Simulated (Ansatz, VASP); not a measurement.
Ge in VASP and in Ansatz

The input INCAR:

```
PREC = Accurate ; ENCUT = 600
EDIFF = 1E-6 ; ISMEAR = -5
SIGMA = 0.1 ; LREAL = False
LASPH = True ; NELM = 100
ALGO = Normal ; ISIF = 3
LWAVE = False ; LCHARG = False
GGA = PE ; IBRION = 2
NSW = 100 ; EDIFFG = -0.005
```

The input KPOINTS:

```
Automatic mesh
0
Gamma
  10 10 10
```

Contents of POSCAR:

```
Ge
1.0
    0.0000000000      2.8661367691      2.8661367691
    2.8661367691      0.0000000000      2.8661367691
    2.8661367691      2.8661367691      0.0000000000
Ge
2
Direct
    0.0000000000      0.0000000000      0.0000000000
    0.2500000000      0.2500000000      0.2500000000
```

Input for Ansatz:

```yaml
crystal:
  lattice:
    - [0.0, 2.8661367691, 2.8661367691]
    - [2.8661367691, 0.0, 2.8661367691]
    - [2.8661367691, 2.8661367691, 0.0]
  atoms:
    - { symbol: Ge, position: [0.0, 0.0, 0.0] }
    - { symbol: Ge, position: [0.25, 0.25, 0.25] }
kpoints:
  mp_grid: { grid: [10, 10, 10] }
scf:
  occupations: { method: tetrahedron }
hamiltonian:
  xc: pbe
  pseudopotentials: { kind: all_electron, lapw: { basis_error: 0.001 } }
output:
  forces: true
  stress: true
relax:
  f_tol: 0.005
  max_steps: 80
  cell: {}
```

Alike in both runs: task relaxation of cell and atoms; functional PBE; k mesh 10 × 10 × 10; occupations tetrahedron; no spin polarisation.

|  | VASP | Ansatz |
| --- | --- | --- |
| version | VASP 6.6.1 | Ansatz 0.2.0 |
| potentials or method | VASP PAW PBE potentials, release 64 (Ge_d), cutoff 600 eV | all-electron LAPW, scalar-relativistic |

Ansatz gave:

- gap on the k mesh at the Fermi level, each at its own relaxed structure (eV): none
- relaxed volume (Å³/atom): 23.89
- relaxed cell length with the largest relative difference (Å): 4.073

Q: Estimate VASP's values.

A: gap on the k mesh at the Fermi level, each at its own relaxed structure (eV): none; relaxed volume (Å³/atom): 23.98; relaxed cell length with the largest relative difference (Å): 4.078.

A gap of «none» marks a metal or a gap that the smearing closes. Ansatz ran all-electron here, and VASP with PAW potentials. Ansatz's warnings: band table not solved further, forces under tetrahedra, tetrahedron derivatives may miss energy slope.
